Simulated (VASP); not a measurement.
Wanted: the native input for a VASP 6.6.1 run.

| Item | Value |
| --- | --- |
| Task | single point |
| Functional | PBE |
| Potentials or basis | VASP PAW PBE potentials, release 64 (Co_sv) |
| Cutoff | 600 eV |
| k mesh | 10 × 10 × 3 |
| Occupations | fermi-dirac, width 0.05 eV |
| Spin | collinear spin, zero start |
| Starting moments | [0.0, 0.0, 0.0, 0.0] μB |
| Fixed moment | 0 μB |
| Dipole correction | no |
| Further INCAR settings | ALGO = Normal; EDIFF = 1e-06; NBANDS = 46 |

The structure of Co lies in POSCAR:

```
Co
1.0
    2.4705617809      0.0000000000      0.0000000000
   -1.2352808905      2.1395692639      0.0000000000
    0.0000000000      0.0000000000      8.0882338000
Co
4
Direct
    0.6666666667      0.3333333333      0.7500000000
    0.0000000000      0.0000000000      0.5000000000
    0.3333333333      0.6666666667      0.2500000000
    0.0000000000      0.0000000000      0.0000000000
```

These files were run (other wordings do the same):

INCAR

```
PREC = Accurate
ENCUT = 600
EDIFF = 1E-6
ISMEAR = -1
SIGMA = 0.05
LREAL = F
LASPH = T
NELM = 200
ALGO = Normal
ISIF = 2
LWAVE = F
LCHARG = F
ISPIN = 2
MAGMOM = 0 0 0 0
LORBIT = 11
NUPDOWN = 0.0
LMAXMIX = 4
GGA = PE
NBANDS = 46
GGA_COMPAT = F
```

KPOINTS

```
regular mesh
0
Gamma
  10 10 3
```

Potentials or basis: VASP PAW PBE potentials, release 64 (Co_sv).

Command:

```sh
$ cat potpaw_PBE.64/Co_sv/POTCAR > POTCAR
$ mpirun -np 1 vasp_std > vasp.out
```

Results of the run:

```yaml
Pressure: -12.0 GPa
Net_moment: 0.00 μB per cell
Valence_electrons_inside_the_program's_atomic_spheres: Co 15.07
```

Caveat: the cell stands under tension; the total moment is fixed, so each spin has its own Fermi level.

Run time: 83 s on 1 thread of Intel(R) Xeon(R) 6975P-C (Granite Rapids) (shared host), peak memory 0.24 GiB.
